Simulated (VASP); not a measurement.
Here is a VASP 6.6.1 calculation.

POSCAR

```
ZrO2
1.0
    0.0000000000      2.5394960532      2.5394960532
    2.5394960532      0.0000000000      2.5394960532
    2.5394960532      2.5394960532      0.0000000000
Zr O
1 2
Direct
    0.0000000000      0.0000000000      0.0000000000
    0.2500000000      0.2500000000      0.2500000000
    0.7500000000      0.7500000000      0.7500000000
```

The input INCAR.step1:

```
  PREC = Accurate
  ENCUT = 660
  ISMEAR = -1
  SIGMA = 0.03
  LREAL = F
  LASPH = T
  NELM = 120
  NBANDS = 19
  GGA = PE
  ALGO = Normal
  EDIFF = 1E-5
  LWAVE = T
  LCHARG = F
  GGA_COMPAT = F
```

Contents of INCAR.step2:

```
  PREC = Accurate
  ENCUT = 660
  EDIFF = 1E-6
  ISMEAR = -1
  SIGMA = 0.03
  LREAL = F
  LASPH = T
  NELM = 120
  ALGO = Normal
  ISIF = 2
  LWAVE = F
  LCHARG = T
  METAGGA = R2SCAN
  LMIXTAU = T
  LUSE_VDW = T
  IVDW_NL = 2
  BPARAM = 11.95
  CPARAM = 0.0093
  LELF = T
  LVHAR = T
  NBANDS = 19
  ISTART = 1
  GGA_COMPAT = F
```

File KPOINTS:

```
regular mesh
0
Gamma
  8 8 8
```

Potentials or basis: VASP PAW PBE potentials, release 64 (Zr_sv, O).

Run with:

```console
$ cat potpaw_PBE.64/Zr_sv/POTCAR potpaw_PBE.64/O/POTCAR > POTCAR
$ cp INCAR.step1 INCAR
$ mpirun -np 1 vasp_std > vasp.out
$ cp INCAR.step2 INCAR
$ mpirun -np 1 vasp_std > vasp.out
```

Q: What does it give for the pressure?

A: 0.2 GPa.

Q: Predict the band gap on the k mesh.

A: 3.88 eV, indirect (least direct gap 4.27 eV).

Caveat: the PAW data sets were made with another functional, which shifts forces and pressure a little. A k mesh can miss the band edges.
